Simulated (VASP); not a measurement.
Input of a VASP 6.6.1 run:

The input INCAR:

```
ALGO = Fast
EDIFF = 1E-7
ENCUT = 520
GGA = PE
ISIF = 2
ISMEAR = 0
LASPH = T
LCHARG = F
LREAL = F
LWAVE = F
NBANDS = 13
NELM = 60
PREC = Accurate
SIGMA = 0.1
```

The input KPOINTS:

```
k-points
0
Gamma
  6 6 4
```

POSCAR

```
Pb
1.0
    3.3998538536      0.0000000000      0.0000000000
    0.0000000000      3.3984646059      0.0000000000
    0.0000000000      0.0000000000      2.9845198841
Pb
1
Direct
    0.0000000000      0.0000000000      0.5000000000
```

Potentials or basis: VASP PAW PBE potentials, release 64 (Pb_d).

Launch:

```bash
$ cat potpaw_PBE.64/Pb_d/POTCAR > POTCAR
$ mpirun -np 1 vasp_std > vasp.out
```

Problem. Estimate the band gap on the k mesh.

Solution. Zero (band 7 reaches 9.32 eV, above the bottom of band 8 at 3.62 eV).

Problem. Predict the pressure.

Solution. 0.0 GPa.

Caveat: the k points lie up to 0.53 Å⁻¹ apart; spin-orbit coupling is left out, which moves the levels of the heavy elements.
